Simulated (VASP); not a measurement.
BN:

```
B N
1.0
     0.00000    1.80483    1.80483
     1.80483    0.00000    1.80483
     1.80483    1.80483    0.00000
B N
1 1
Cartesian
  0.0000 0.0000 0.0000
  0.9024 0.9024 0.9024
```

Base run:

* Program: VASP 6.6.1
* Functional: HSE06
* Potentials or basis: VASP PAW PBE potentials, release 64 (B, N)
* Cutoff: 520 eV
* k mesh: 8 × 8 × 8
* Occupations: gaussian, width 0.01 eV
* Spin: no spin polarisation

Its results: band gap on the k mesh 5.78 eV, indirect (least direct gap 10.57 eV); pressure -3.9 GPa.

Q: The run is repeated on the same cell with these changes: functional from HSE06 to PBE0. What comes out?

A: Band gap on the k mesh 6.55 eV, indirect (least direct gap 11.35 eV); pressure -3.9 GPa.

Caveats: the PAW data sets were made with another functional, which shifts forces and pressure a little.

A k mesh can miss the band edges.
